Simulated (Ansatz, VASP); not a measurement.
## Cu: VASP beside Ansatz

```
Cu
1.0
     0.00000    1.80750    1.75327
     1.80750    0.00000    1.75327
     1.80750    1.80750    0.00000
Cu
1
Direct
  0.00000 0.00000 0.00000
```

Change from the starting cell: zz strain of -3 %.

Alike in both runs: task single point; functional PBE; k mesh 19 × 19 × 19; occupations fermi-dirac, width 0.08 eV; no spin polarisation.

|  | VASP | Ansatz |
| --- | --- | --- |
| version | VASP 6.6.1 | Ansatz 0.2.0 |
| potentials or method | VASP PAW PBE potentials, release 64 (Cu), cutoff 520 eV | all-electron LAPW, scalar-relativistic |

```csv
,VASP,Ansatz,Ansatz less VASP
pressure (GPa),7.2,6.6,-0.58
"traceless stress, the component that is largest in VASP (GPa)",0.91,0.92,+0.018
```

Ansatz ran all-electron here, and VASP with PAW potentials.
